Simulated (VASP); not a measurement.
Write the native input for VASP 6.6.1 that does the following.

- Task: single point
- Functional: PBE
- Potentials or basis: VASP PAW PBE potentials, release 64 (K_sv, I)
- Cutoff: 520 eV
- k mesh: 6 × 6 × 6
- Occupations: gaussian, width 0.05 eV
- Spin: no spin polarisation
- Dipole correction: no
- Further INCAR settings: ALGO = Normal; EDIFF = 1e-06; NBANDS = 15

The structure of KI lies in POSCAR:

```
KI
1.0
    0.0000000000      3.4915442646      3.5873258652
    3.4915442646      0.0000000000      3.5873258652
    3.4915442646      3.4915442646      0.0000000000
K I
1 1
Direct
   -0.0889241769     -0.0889241769      0.0889241769
    0.5273968612      0.5273968612      0.4726031388
```

One way to write it, as run:

INCAR

```
PREC = Accurate ; ENCUT = 520
EDIFF = 1E-6 ; ISMEAR = 0
SIGMA = 0.05 ; LREAL = F
LASPH = T ; NELM = 80
ALGO = Normal ; ISIF = 2
LWAVE = F ; LCHARG = F
GGA = PE ; NBANDS = 15
```

KPOINTS

```
Automatic mesh
0
Gamma
  6 6 6
```

Potentials or basis: VASP PAW PBE potentials, release 64 (K_sv, I).

Launch:

```console
$ cat potpaw_PBE.64/K_sv/POTCAR potpaw_PBE.64/I/POTCAR > POTCAR
$ mpirun -np 1 vasp_std > vasp.out
```

It gave:

```
Pressure               : 4.4 GPa
Largest force          : 2.565 eV/Å
Band gap on the k mesh : 4.03 eV, direct
```

Caveat: spin-orbit coupling is left out, which moves the levels of the heavy elements; forces of over 1 eV/Å act on the atoms, so gaps and moduli don't describe the material at rest.

Wall time 66 s on 1 thread of AMD EPYC 7R13 Processor (Zen 3) (shared host), peak memory 0.21 GiB.
